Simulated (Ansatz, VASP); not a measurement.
## K3C4: VASP beside Ansatz

```
K C
1.0
     5.15704    0.00000    0.00000
     0.00000    5.15704    0.00000
     0.00000    0.00000    5.15704
K C
3 4
Direct
  0.00000 0.00000 0.50000
  0.00000 0.50000 0.00000
  0.50000 0.00000 0.00000
  0.39187 0.39187 0.39187
  0.39187 0.60813 0.60813
  0.60813 0.39187 0.60813
  0.60813 0.60813 0.39187
```

Change from the starting cell: ordered vacancies on the cation sites of zinc blende (P-43m, No. 215).

Alike in both runs: task relaxation of cell and atoms; functional PBE; k mesh 8 × 8 × 8; occupations gaussian, width 0.1 eV; no spin polarisation.

|  | VASP | Ansatz |
| --- | --- | --- |
| version | VASP 6.6.1 | Ansatz 0.2.0 |
| potentials or method | VASP PAW PBE potentials, release 64 (K_sv, C), cutoff 600 eV | scalar-relativistic, plane waves, PAW |
| valence electrons in the cell | 43 | 43 |

```csv
,VASP,Ansatz,Ansatz less VASP
"gap on the k mesh at the Fermi level, each at its own relaxed structure (eV)",none,none,-
relaxed volume (Å³/atom),19.61,19.59,-0.017
relaxed cell length with the largest relative difference (Å),5.159,5.157,-0.0015
```

A gap of «none» marks a metal or a gap that the smearing closes.
